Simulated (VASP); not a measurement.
## Sb: single point with PBE

Sb, a sheet with vacuum:

```
Sb
1.0
     4.06850    0.00000    0.00000
    -2.03425    3.52342    0.00000
     0.00000    0.00000   17.64998
Sb
2
Direct
  0.33333 0.66667 0.45326
  0.66667 0.33333 0.54674
```

```json
{"Program": "VASP 6.6.1", "Task": "single point", "Functional": "PBE", "Potentials or basis": "VASP PAW PBE potentials, release 64 (Sb)", "Cutoff": "400 eV", "k mesh": "12 × 12 × 1", "Occupations": "gaussian, width 0.03 eV", "Spin": "no spin polarisation"}
```

```
Largest force          : 0.120 eV/Å
Band gap on the k mesh : 1.19 eV, indirect (least direct gap 1.64 eV)
```

Forces on the atoms (eV/Å):
```
Sb   0.000  0.000 -0.120
Sb   0.000  0.000  0.120
```

Levels at points of the mesh, in eV from the valence-band top:
| k point | band 3 | band 4 | band 5 | band 6 | band 7 | band 8 |
| --- | --- | --- | --- | --- | --- | --- |
| (0.00, 0.00, 0.00) | -0.76 | 0.00 | 0.00 | 1.64 | 2.80 | 2.80 |
| (0.50, 0.00, 0.00) | -3.09 | -1.62 | -1.60 | 1.58 | 2.32 | 3.53 |

Run time: 36 s on 1 thread of Intel(R) Xeon(R) 6975P-C (Granite Rapids) (shared host), peak memory 0.26 GiB.

Caveat: spin-orbit coupling is left out, which moves the levels of the heavy elements.
